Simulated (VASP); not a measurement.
# Zr (P6_3/mmc) in VASP: notebook

Aim: see how the results for Zr move with the level of theory and the settings. Levels: PBEsol+D3(BJ), PBE+D3(BJ), PBE. Tasks: single point.

Program: VASP 6.6.1. These are calculated values, not measurements. Logs are shortened: lines on timing, memory, paths and dates and some standing lists are left out, and cuts for length are marked.

## Step 1: The cell of the first run

Symmetry: P6_3/mmc, No. 194, hexagonal system. Conventional cell: a = 3.130 Å, b = 3.130 Å, c = 5.065 Å, α = 90.00°, β = 90.00°, γ = 120.00°. Within 4.1 Å of Zr (site symmetry -6m2) lie 12 Zr at 3.11 to 3.13 Å.

## Step 2: Single point, PBEsol+D3(BJ)

Input file INCAR:

```
SYSTEM = Zr
ALGO = Normal
EDIFF = 1E-6
ENCUT = 520
GGA = PS
ISIF = 2
ISMEAR = -1
IVDW = 12
LASPH = .True.
LCHARG = .False.
LREAL = .False.
LWAVE = .False.
NBANDS = 19
NELM = 80
PREC = Accurate
SIGMA = 0.05
```

Input file KPOINTS:

```
k-points
0
Gamma
  9 9 5
  0 0 0
```

Input file POSCAR:

```
Zr
1.0
    3.1299651018      0.0000000000      0.0000000000
   -1.5649825509      2.7106292911      0.0000000000
    0.0000000000      0.0000000000      5.0654443529
Zr
2
Direct
    0.6666666667      0.3333333333      0.7500000000
    0.3333333333      0.6666666667      0.2500000000
```

Potentials or basis: VASP PAW PBE potentials, release 64 (Zr_sv).

Launch:

```
> cat potpaw_PBE.64/Zr_sv/POTCAR > POTCAR
> mpirun -np 1 vasp_std > vasp.out
```

OUTCAR:

```text
SYSTEM = Zr
   EDIFF = 1E-6
   ENCUT = 520
   GGA = PS
   ISIF = 2
   ISMEAR = -1
   IVDW = 12
   LASPH = .True.
   LREAL = .False.
   NELM = 80
   PREC = Accurate
 IVDW          = 12

 ion  position               nearest neighbor table
   1  0.667  0.333  0.750-   2 3.11   2 3.11   2 3.11   2 3.11   2 3.11   2 3.11
   2  0.333  0.667  0.250-   1 3.11   1 3.11   1 3.11   1 3.11   1 3.11   1 3.11

  LATTYP: Found a hexagonal cell.
 ALAT       =     3.1299651018
 C/A-ratio  =     1.6183708726

  Lattice vectors:

 A1 = (   3.1299651018,   0.0000000000,   0.0000000000)
 A2 = (  -1.5649825509,   2.7106292911,   0.0000000000)
 A3 = (   0.0000000000,   0.0000000000,   5.0654443529)

Analysis of symmetry for initial positions (statically):
=====================================================================
 Subroutine PRICEL returns:
 Original cell was already a primitive cell.

 Routine SETGRP: Setting up the symmetry group for a
 hexagonal supercell.

 Subroutine GETGRP returns: Found 24 space group operations
 (whereof 12 operations were pure point group operations)
 out of a pool of 24 trial point group operations.

The static configuration has the point symmetry D_3d.
 The point group associated with its full space group is D_6h.

Analysis of symmetry for dynamics (positions and initial velocities):
=====================================================================
 Subroutine PRICEL returns:
 Original cell was already a primitive cell.

 Routine SETGRP: Setting up the symmetry group for a
 hexagonal supercell.

 Subroutine GETGRP returns: Found 24 space group operations
 (whereof 12 operations were pure point group operations)
 out of a pool of 24 trial point group operations.

The dynamic configuration has the point symmetry D_3d.
 The point group associated with its full space group is D_6h.

 Subroutine INISYM returns: Found 24 space group operations
 (whereof 12 operations are pure point group operations),
 and found     1 'primitive' translations

----------------------------------------------------------------------------------------

                                     Primitive cell

  volume of cell :      42.9761

  direct lattice vectors                    reciprocal lattice vectors
     3.129965102  0.000000000  0.000000000     0.319492380  0.184459012  0.000000000
    -1.564982551  2.710629291  0.000000000     0.000000000  0.368918023  0.000000000
     0.000000000  0.000000000  5.065444353     0.000000000  0.000000000  0.197416047

  length of vectors
[... 80 lines left out ...]
   ENCUT  =  520.0 eV  38.22 Ry    6.18 a.u.   5.82  5.82  9.42*2*pi/ulx,y,z
   NELM   =     80;   NELMIN=  2; NELMDL= -5     # of ELM steps
   EDIFF  = 0.1E-05   stopping-criterion for ELM
   LREAL  =      F    real-space projection
   EDIFFG = 0.1E-04   stopping-criterion for IOM
   NSW    =      0    number of steps for IOM
   IBRION =     -1    ionic relax: 0-MD 1-quasi-New 2-CG
   NFREE  =      0    steps in history (QN), initial steepest desc. (CG)
   ISIF   =      2    stress and relaxation
   ISYM   =      2    0-nonsym 1-usesym 2-fastsym
   POTIM  = 0.5000    time-step for ionic-motion
   TEBEG  =    0.0;   TEEND  =   0.0 temperature during run
   PSTRESS=    0.0 pullay stress
   NELECT =      24.0000    total number of electrons
   NUPDOWN=      -1.0000    fix difference up-down
   EMIN   =  10.00;   EMAX   =-10.00  energy-range for DOS
   EFERMI =   0.00;   METHOD = LEGACY
   ISMEAR =    -1;   SIGMA  =   0.05  broadening in eV -4-tet -1-fermi 0-gaus
   EFERMI_NEDOS =   21; number of points for ismear=-14 and -15
   IALGO  =     38    algorithm
   IMIX   =      4    mixing-type and parameters
     AMIX     =   0.40;   BMIX     =  1.00
     AMIX_MAG =   1.60;   BMIX_MAG =  1.00
  volume/ion in A,a.u.               =      21.49       145.01
  Fermi-wavevector in a.u.,A,eV,Ry     =   1.348144  2.547622 24.728472  1.817491
  Thomas-Fermi vector in A             =   2.475837
   LORBIT       =      0    0 simple, 1 ext, 2 COOP (PROOUT), +10 PAW based schemes
   GGA     = PS    functional components
   LHFCALC =     F    Hartree Fock is set to
   AEXX    =    0.0000 exact exchange contribution
   IVDW    =    12    specifies the selected vdW correction
   LEPSILON=     F    determine dielectric tensor
   LRPA    =     F    only Hartree local field effects (RPA)
 non-spin polarized calculation
  energy-cutoff  :      520.00
  volume of cell :       42.98
 maximum number of plane-waves:      1168
 NGX is ok and might be reduce to    24
   NGX = 11   NGY = 11   NGZ = 19

 number of electron      23.9999999 magnetization

 Free energy of the ion-electron system (eV)
  ---------------------------------------------------
  ext. energy  EPLUGINS =         0.00000000
  ---------------------------------------------------
  free energy    TOTEN  =       -18.14597929 eV

  energy without entropy =      -18.12856204  energy(sigma->0) =      -18.13727067

 E-fermi :   9.7780     XC(G=0): -11.5743

 val. band max:        9.7240460262   @ k =   0.4444  -0.0000   0.0000
 cond. band min:       9.7883197503   @ k =   0.2222   0.2222   0.4000
 fundamental gap:      0.0642737241
 Fermi energy:         9.7779923177

 k-point     1 :       0.0000    0.0000    0.0000
  band No.  band energies     occupation
      1     -38.8059      2.00000
      2     -38.6014      2.00000
      3     -17.4946      2.00000
      4     -16.3718      2.00000
      5     -16.3718      2.00000
      6     -16.2244      2.00000
[... 505 lines left out ...]
      6     -16.7772      2.00000
[... 11 lines left out ...]
     18      14.5729      0.00000
     19      17.1982      0.00000

 [... further k-points ...]

------------------------ aborting loop because EDIFF is reached ----------------------------------------

 Edisp (eV)   -1.24875

 E8    (eV) :    -0.9195

  FORCE on cell =-STRESS in cart. coord.  units (eV):
  Direction    XX          YY          ZZ          XY          YZ          ZX
  --------------------------------------------------------------------------------------
  -------------------------------------------------------------------------------------
  Total       0.01899     0.01899     0.01918     0.00000    -0.00000     0.00000
  in kB       0.70778     0.70778     0.71510     0.00000    -0.00000     0.00000
  external pressure =        0.71 kB  Pullay stress =        0.00 kB

 VOLUME and BASIS-vectors are now :
 -----------------------------------------------------------------------------
  energy-cutoff  :      520.00
  volume of cell :       42.98
      direct lattice vectors                 reciprocal lattice vectors
     3.129965102  0.000000000  0.000000000     0.319492380  0.184459012  0.000000000
    -1.564982551  2.710629291  0.000000000     0.000000000  0.368918023  0.000000000
     0.000000000  0.000000000  5.065444353     0.000000000  0.000000000  0.197416047

 POSITION                                       TOTAL-FORCE (eV/Angst)
 -----------------------------------------------------------------------------------
      1.56498      0.90354      3.79908         0.000000     -0.000000      0.000000
     -0.00000      1.80709      1.26636        -0.000000      0.000000      0.000000
 -----------------------------------------------------------------------------------
    total drift:                               -0.000000      0.000000     -0.000000

  FREE ENERGIE OF THE ION-ELECTRON SYSTEM (eV)
  ---------------------------------------------------
  free  energy   TOTEN  =       -19.3947331483 eV

  energy  without entropy=      -19.3773158926  energy(sigma->0) =      -19.38602452
```

OSZICAR:

```text
N       E                     dE             d eps       ncg     rms          rms(c)
DAV:   1     0.215389255495E+03    0.21539E+03   -0.13326E+04  1368   0.126E+03
DAV:   2    -0.292901603541E+01   -0.21832E+03   -0.21412E+03  1602   0.369E+02
DAV:   3    -0.185126127690E+02   -0.15584E+02   -0.15447E+02  2442   0.718E+01
DAV:   4    -0.188556270250E+02   -0.34301E+00   -0.34272E+00  1649   0.114E+01
DAV:   5    -0.188661237038E+02   -0.10497E-01   -0.10495E-01  1996   0.133E+00    0.175E+01
DAV:   6    -0.182591827809E+02    0.60694E+00   -0.89291E-01  1461   0.725E+00    0.722E+00
DAV:   7    -0.181407809363E+02    0.11840E+00   -0.61016E-01  1978   0.516E+00    0.116E+00
DAV:   8    -0.181457905771E+02   -0.50096E-02   -0.36801E-02  1771   0.156E+00    0.229E-01
DAV:   9    -0.181460012475E+02   -0.21067E-03   -0.11731E-03  1844   0.299E-01    0.252E-02
DAV:  10    -0.181459770214E+02    0.24226E-04   -0.36859E-05  1965   0.398E-02    0.216E-02
DAV:  11    -0.181459793831E+02   -0.23618E-05   -0.82687E-06  1495   0.314E-02    0.210E-03
DAV:  12    -0.181459792935E+02    0.89668E-07   -0.18063E-07   840   0.309E-03
   1 F= -.19394733E+02 E0= -.19386025E+02  d E =-.174173E-01
```

stdout:

```text
POSCAR found type information on POSCAR Zr
 POSCAR found :  1 types and       2 ions
 scaLAPACK will be used
 -----------------------------------------------------------------------------
|                                                                             |
|                                                                             |
|     You enforced a specific xc type in the INCAR file but a different       |
|     I HOPE YOU KNOW WHAT YOU ARE DOING!                                     |
|                                                                             |
 -----------------------------------------------------------------------------

 LDA part: xc-table for (Slater+PW92), standard interpolation
 POSCAR, INCAR and KPOINTS ok, starting setup
 FFT: planning ... GRIDC
 FFT: planning ... GRID_SOFT
 FFT: planning ... GRID
 WAVECAR not read
 entering main loop
```

Wall time 9.2 s (1 thread of Intel Xeon 6975P-C (Granite Rapids), shared host); peak memory 0.17 GiB.

Results:

```
Free energy                : -19.3947 eV
Pressure                   : 0.1 GPa
Band gap on the k mesh     : zero (band 12 reaches 10.68 eV, above the bottom of band 13 at 9.55 eV)
Dispersion energy per atom : -0.624 eV
```

Caveat: the PAW data sets were made with another functional, which shifts forces and pressure a little; pairwise dispersion overbinds metals, which lowers pressure and volume.

(Continued in part 2 of 2.)
